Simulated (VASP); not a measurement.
# Rb2Na (Fm-3m) in VASP: further runs

Runs on Rb2Na. Level: PBE. Tasks: relaxation of cell and atoms, single point.

All numbers are computed with VASP 6.6.1; they aren't measurements. Logs are shortened: lines on timing, memory, paths and dates and some standing lists are left out, and cuts for length are marked.

## Step 1: The cell of the first run

Symmetry: Fm-3m, No. 225, cubic system. Conventional cell: a = 7.384 Å, b = 7.384 Å, c = 7.384 Å, α = 90.00°, β = 90.00°, γ = 90.00°. Within 4.2 Å of Rb (site symmetry -43m) lie 4 Na at 3.20 Å and 6 Rb at 3.69 Å. Within 4.2 Å of Na (site symmetry m-3m) lie 8 Rb at 3.20 Å.

## Step 2: Relaxation of cell and atoms, PBE

INCAR reads:

```
SYSTEM = Rb2Na
PREC = Accurate
ENCUT = 600
EDIFF = 1E-6
ISMEAR = 0
SIGMA = 0.1
LREAL = .FALSE.
LASPH = .TRUE.
NELM = 60
ALGO = Normal
ISIF = 3
LWAVE = .FALSE.
LCHARG = .FALSE.
GGA = PE
IBRION = 2
NSW = 90
EDIFFG = -0.04
```

KPOINTS reads:

```
Automatic mesh
0
G
  4 4 4
  0 0 0
```

POSCAR reads:

```
Rb2Na
1.0
    0.0000000000      3.6917515530      3.6917515530
    3.6917515530      0.0000000000      3.6917515530
    3.6917515530      3.6917515530      0.0000000000
Rb Na
2 1
Direct
    0.2500000000      0.2500000000      0.2500000000
    0.7500000000      0.7500000000      0.7500000000
    0.0000000000      0.0000000000      0.0000000000
```

Potentials or basis: VASP PAW PBE potentials, release 64 (Rb_sv, Na_pv).

Started as:

```sh
cat potpaw_PBE.64/Rb_sv/POTCAR potpaw_PBE.64/Na_pv/POTCAR > POTCAR
mpirun -np 1 vasp_std > vasp.out
```

OUTCAR:

```text
SYSTEM = Rb2Na
   PREC = Accurate
   ENCUT = 600
   EDIFF = 1E-6
   ISMEAR = 0
   LREAL = .FALSE.
   LASPH = .TRUE.
   NELM = 60
   ISIF = 3
   GGA = PE
   IBRION = 2
   NSW = 90
   EDIFFG = -0.04

 ion  position               nearest neighbor table
   1  0.250  0.250  0.250-   3 3.20   3 3.20   3 3.20   3 3.20   2 3.69   2 3.69   2 3.69   2 3.69
                             2 3.69   2 3.69
   2  0.750  0.750  0.750-   3 3.20   3 3.20   3 3.20   3 3.20   1 3.69   1 3.69   1 3.69   1 3.69
                             1 3.69   1 3.69
   3  0.000  0.000  0.000-   1 3.20   2 3.20   2 3.20   2 3.20   2 3.20   1 3.20   1 3.20   1 3.20

  LATTYP: Found a face centered cubic cell.
 ALAT       =     7.3835031060

  Lattice vectors:

 A1 = (   0.0000000000,   3.6917515530,   3.6917515530)
 A2 = (   3.6917515530,   0.0000000000,   3.6917515530)
 A3 = (   3.6917515530,   3.6917515530,   0.0000000000)

Analysis of symmetry for initial positions (statically):
=====================================================================
 Subroutine PRICEL returns:
 Original cell was already a primitive cell.

 Routine SETGRP: Setting up the symmetry group for a
 face centered cubic supercell.

 Subroutine GETGRP returns: Found 48 space group operations
 (whereof 48 operations were pure point group operations)
 out of a pool of 48 trial point group operations.

The static configuration has the point symmetry O_h .

Analysis of symmetry for dynamics (positions and initial velocities):
=====================================================================
 Subroutine PRICEL returns:
 Original cell was already a primitive cell.

 Routine SETGRP: Setting up the symmetry group for a
 face centered cubic supercell.

 Subroutine GETGRP returns: Found 48 space group operations
 (whereof 48 operations were pure point group operations)
 out of a pool of 48 trial point group operations.

The dynamic configuration has the point symmetry O_h .

 Subroutine INISYM returns: Found 48 space group operations
 (whereof 48 operations are pure point group operations),
 and found     1 'primitive' translations

----------------------------------------------------------------------------------------

                                     Primitive cell

  volume of cell :     100.6300

  direct lattice vectors                    reciprocal lattice vectors
     0.000000000  3.691751553  3.691751553    -0.135437066  0.135437066  0.135437066
     3.691751553  0.000000000  3.691751553     0.135437066 -0.135437066  0.135437066
     3.691751553  3.691751553  0.000000000     0.135437066  0.135437066 -0.135437066

  length of vectors
     5.220925115  5.220925115  5.220925115     0.234583880  0.234583880  0.234583880

  position of ions in fractional coordinates (direct lattice)
     0.250000000  0.250000000  0.250000000
     0.750000000  0.750000000  0.750000000
     0.000000000  0.000000000  0.000000000

  ion indices of the primitive-cell ions
   primitive index   ion index
                 1           1
                 2           2
                 3           3

----------------------------------------------------------------------------------------

 KPOINTS: Automatic mesh

Automatic generation of k-mesh.
 Grid dimensions read from file:
 generate k-points for:    4    4    4

 Generating k-lattice:

  Cartesian coordinates                     Fractional coordinates (reciprocal lattice)
    -0.033859267  0.033859267  0.033859267     0.250000000  0.000000000  0.000000000
     0.033859267 -0.033859267  0.033859267     0.000000000  0.250000000  0.000000000
     0.033859267  0.033859267 -0.033859267     0.000000000  0.000000000  0.250000000

  Length of vectors
     0.058645970  0.058645970  0.058645970

  Shift w.r.t. Gamma in fractional coordinates (k-lattice)
     0.000000000  0.000000000  0.000000000

 Subroutine IBZKPT returns following result:
 ===========================================

 Found      8 irreducible k-points:

 Following reciprocal coordinates:
            Coordinates               Weight
  0.000000  0.000000  0.000000      1.000000
  0.250000  0.000000  0.000000      8.000000
  0.500000  0.000000  0.000000      4.000000
  0.250000  0.250000  0.000000      6.000000
  0.500000  0.250000  0.000000     24.000000
 -0.250000  0.250000  0.000000     12.000000
  0.500000  0.500000  0.000000      3.000000
 -0.250000  0.500000  0.250000      6.000000
   k-points           NKPTS =      8   k-points in BZ     NKDIM =      8   number of bands    NBANDS=     16
   number of dos      NEDOS =    301   number of ions     NIONS =      3
   total plane-waves  NPLWV =  74088
   dimension x,y,z NGX =    42 NGY =   42 NGZ =   42
   dimension x,y,z NGXF=    84 NGYF=   84 NGZF=   84
   ions per type =               2   1
   NGX,Y,Z   is equivalent  to a cutoff of  13.37, 13.37, 13.37 a.u.
   NGXF,Y,Z  is equivalent  to a cutoff of  26.75, 26.75, 26.75 a.u.
 SYSTEM =  Rb2Na
   PREC   = accura    normal or accurate (medium, high low for compatibility)
   ISTART =      0    job   : 0-new  1-cont  2-samecut
   ICHARG =      2    charge: 1-file 2-atom 10-const
   ISPIN  =      1    spin polarized calculation?
   LNONCOLLINEAR =      F non collinear calculations
   LSORBIT =      F    spin-orbit coupling
   LASPH  =      T    aspherical Exc in radial PAW
   ENCUT  =  600.0 eV  44.10 Ry    6.64 a.u.  10.43 10.43 10.43*2*pi/ulx,y,z
   NELM   =     60;   NELMIN=  2; NELMDL= -5     # of ELM steps
   EDIFF  = 0.1E-05   stopping-criterion for ELM
   LREAL  =      F    real-space projection
   EDIFFG = -.4E-01   stopping-criterion for IOM
   NSW    =     90    number of steps for IOM
   IBRION =      2    ionic relax: 0-MD 1-quasi-New 2-CG
   NFREE  =      1    steps in history (QN), initial steepest desc. (CG)
   ISIF   =      3    stress and relaxation
   ISYM   =      2    0-nonsym 1-usesym 2-fastsym
   POTIM  = 0.5000    time-step for ionic-motion
   TEBEG  =    0.0;   TEEND  =   0.0 temperature during run
   PSTRESS=    0.0 pullay stress
   NELECT =      25.0000    total number of electrons
   NUPDOWN=      -1.0000    fix difference up-down
   EMIN   =  10.00;   EMAX   =-10.00  energy-range for DOS
   EFERMI =   0.00;   METHOD = LEGACY
   ISMEAR =     0;   SIGMA  =   0.10  broadening in eV -4-tet -1-fermi 0-gaus
   EFERMI_NEDOS =   21; number of points for ismear=-14 and -15
   IALGO  =     38    algorithm
   IMIX   =      4    mixing-type and parameters
     AMIX     =   0.40;   BMIX     =  1.00
     AMIX_MAG =   1.60;   BMIX_MAG =  1.00
  volume/ion in A,a.u.               =      33.54       226.36
  Fermi-wavevector in a.u.,A,eV,Ry     =   1.029151  1.944813 14.410631  1.059151
  Thomas-Fermi vector in A             =   2.163184
   LORBIT       =      0    0 simple, 1 ext, 2 COOP (PROOUT), +10 PAW based schemes
   GGA     = PE    functional components
   LHFCALC =     F    Hartree Fock is set to
   AEXX    =    0.0000 exact exchange contribution
   IVDW    =     0    specifies the selected vdW correction
   LEPSILON=     F    determine dielectric tensor
   LRPA    =     F    only Hartree local field effects (RPA)
 conjugate gradient relaxation of ions
 non-spin polarized calculation
 Gauss-broadening in eV      SIGMA  =   0.10
  energy-cutoff  :      600.00
  volume of cell :      100.63
 maximum number of plane-waves:      3383
 NGX is ok and might be reduce to    42
   NGX = 21   NGY = 21   NGZ = 21

--------------------------------------- Ionic step        1  -------------------------------------------

 number of electron      25.0000007 magnetization

 Free energy of the ion-electron system (eV)
  ---------------------------------------------------
  ext. energy  EPLUGINS =         0.00000000
  ---------------------------------------------------
  free energy    TOTEN  =        -0.32448942 eV

  energy without entropy =       -0.31798727  energy(sigma->0) =       -0.32123834

------------------------ aborting loop because EDIFF is reached ----------------------------------------

  FORCE on cell =-STRESS in cart. coord.  units (eV):
  Direction    XX          YY          ZZ          XY          YZ          ZX
  --------------------------------------------------------------------------------------
  -------------------------------------------------------------------------------------
  Total        7.1156368      7.1156368      7.1156368      0.0000000      0.0000000     -0.0000000
  in kB      113.2914048    113.2914048    113.2914048      0.0000000      0.0000000     -0.0000000
  external PRESSURE =     113.2914048 kB  Pullay stress =       0.0000000 kB

 VOLUME and BASIS-vectors are now :
 -----------------------------------------------------------------------------
  energy-cutoff  :      600.00
  volume of cell :      100.63
      direct lattice vectors                 reciprocal lattice vectors
     0.000000000  3.691751553  3.691751553    -0.135437066  0.135437066  0.135437066
     3.691751553  0.000000000  3.691751553     0.135437066 -0.135437066  0.135437066
     3.691751553  3.691751553  0.000000000     0.135437066  0.135437066 -0.135437066
[... 38 lines left out ...]
 POSITION                                       TOTAL-FORCE (eV/Angst)
 -----------------------------------------------------------------------------------
      2.05709      2.05709      2.05709         0.000000      0.000000      0.000000
      6.17127      6.17127      6.17127        -0.000000     -0.000000     -0.000000
      4.11418      8.22837      4.11418        -0.000000     -0.000000     -0.000000
 -----------------------------------------------------------------------------------
    total drift:                               -0.000000     -0.000000      0.000000

  FREE ENERGIE OF THE ION-ELECTRON SYSTEM (eV)
  ---------------------------------------------------
  free  energy   TOTEN  =        -2.0388727806 eV

  energy  without entropy=       -2.0341527267  energy(sigma->0) =       -2.03651275

--------------------------------------- Ionic step        3  -------------------------------------------

 number of electron      24.9999989 magnetization

 E-fermi :   0.3940     XC(G=0):  -5.9930

 val. band max:        0.2583692846   @ k =   0.5000   0.2500   0.0000
 cond. band min:       0.4714283249   @ k =  -0.2500   0.5000   0.2500
 fundamental gap:      0.2130590403
 Fermi energy:         0.3940196842

 k-point     1 :       0.0000    0.0000    0.0000
  band No.  band energies     occupation
      1     -28.3813      2.00000
      2     -28.3652      2.00000
      3     -24.7105      2.00000
      4     -24.7105      2.00000
      5     -24.7105      2.00000
      6     -12.5316      2.00000
[... 8 lines left out ...]
     15       1.6822      0.00000
     16       2.5710      0.00000
[... 227 lines left out ...]
 POSITION                                       TOTAL-FORCE (eV/Angst)
 -----------------------------------------------------------------------------------
      2.50948      2.50948      2.50948        -0.000000      0.000000     -0.000000
      7.52844      7.52844      7.52844         0.000000     -0.000000      0.000000
      0.00000      0.00000      0.00000         0.000000      0.000000      0.000000
 -----------------------------------------------------------------------------------
    total drift:                               -0.000000     -0.000000     -0.000000

  FREE ENERGIE OF THE ION-ELECTRON SYSTEM (eV)
  ---------------------------------------------------
  free  energy   TOTEN  =        -2.9071880526 eV

  energy  without entropy=       -2.8890532573  energy(sigma->0) =       -2.89812065

--------------------------------------- Ionic step        6  -------------------------------------------

 number of electron      24.9999978 magnetization

 Free energy of the ion-electron system (eV)
  ---------------------------------------------------
  ext. energy  EPLUGINS =         0.00000000
  ---------------------------------------------------
  free energy    TOTEN  =        -2.91137518 eV

  energy without entropy =       -2.89432676  energy(sigma->0) =       -2.90285097

 E-fermi :  -0.2181     XC(G=0):  -5.3661

 val. band max:       -0.3139250419   @ k =   0.5000   0.2500   0.0000
 cond. band min:      -0.1722142010   @ k =  -0.2500   0.5000   0.2500
 fundamental gap:      0.1417108409
 Fermi energy:        -0.2180807836

 k-point     1 :       0.0000    0.0000    0.0000
  band No.  band energies     occupation
      1     -29.0774      2.00000
      2     -29.0724      2.00000
      3     -25.3665      2.00000
      4     -25.3665      2.00000
      5     -25.3665      2.00000
      6     -13.1857      2.00000
[... 8 lines left out ...]
     15       1.1621      0.00000
     16       2.0150      0.00000
[... 153 lines left out ...]
 POSITION                                       TOTAL-FORCE (eV/Angst)
 -----------------------------------------------------------------------------------
      2.47480      2.47480      2.47480         0.000000     -0.000000      0.000000
      7.42439      7.42439      7.42439        -0.000000     -0.000000     -0.000000
      0.00000      0.00000      0.00000         0.000000      0.000000     -0.000000
 -----------------------------------------------------------------------------------
    total drift:                               -0.000000     -0.000000     -0.000000

  FREE ENERGIE OF THE ION-ELECTRON SYSTEM (eV)
  ---------------------------------------------------
  free  energy   TOTEN  =        -2.9113751810 eV

  energy  without entropy=       -2.8943267611  energy(sigma->0) =       -2.90285097

 reached required accuracy - stopping structural energy minimisation
```

Wall time 69 s (1 thread of AMD EPYC 9R45 (Zen 5), shared host); peak memory 0.23 GiB.

Results:

```
Free energy                           : -2.9114 eV
Relaxed volume                        : 80.84 Å³/atom
Relaxed cell                          : a = 7.000 Å, b = 7.000 Å, c = 7.000 Å, α = 60.00°, β = 60.00°, γ = 60.00°
Space group after relaxing (to 0.1 Å) : Fm-3m (No. 225)
Energy gained by relaxing             : 862.3 meV/atom
Ionic steps                           : 6
Pressure after relaxing               : 0.0 GPa
Band gap on the k mesh                : zero (an odd number of electrons rules out a gap without spin polarisation)
```

Step by step:
| step | energy change (eV) | largest force (eV/Å) | pressure (GPa) | volume (Å³) |
| --- | --- | --- | --- | --- |
| 1 | 0.0000 | 0.0000 | 11.33 | 100.63 |
| 2 | -1.7144 | 0.0000 | 4.18 | 139.28 |
| 3 | -2.4410 | 0.0000 | 1.08 | 189.03 |
| 4 | -2.4237 | 0.0000 | -0.57 | 321.44 |
| 5 | -2.5827 | 0.0000 | -0.12 | 252.86 |
| 6 | -2.5869 | 0.0000 | -0.01 | 242.52 |

Final structure:
```
CELL_PARAMETERS angstrom
0.00000 4.94959 4.94959
4.94959 0.00000 4.94959
4.94959 4.94959 0.00000
ATOMIC_POSITIONS crystal
Rb 0.25000 0.25000 0.25000
Rb 0.75000 0.75000 0.75000
Na 0.00000 0.00000 0.00000
```

Levels at points of the mesh, in eV from the Fermi level:
```csv
k point,band 10,band 11,band 12,band 13,band 14,band 15
"(0.00, 0.00, 0.00)",-12.92,-12.92,-2.08,1.38,1.38,1.38
"(0.50, 0.00, 0.00)",-12.94,-12.94,-1.06,-0.50,1.55,1.55
"(0.50, 0.50, 0.00)",-12.91,-12.91,-0.57,-0.44,0.82,1.27
```

Caveat: the k points lie up to 0.27 Å⁻¹ apart in the final cell, too coarse for converged energies and pressures of a metal; the volume moved by over 15 % at a fixed basis, so the end points are rough.

(Part 1 of 2 ends here.)
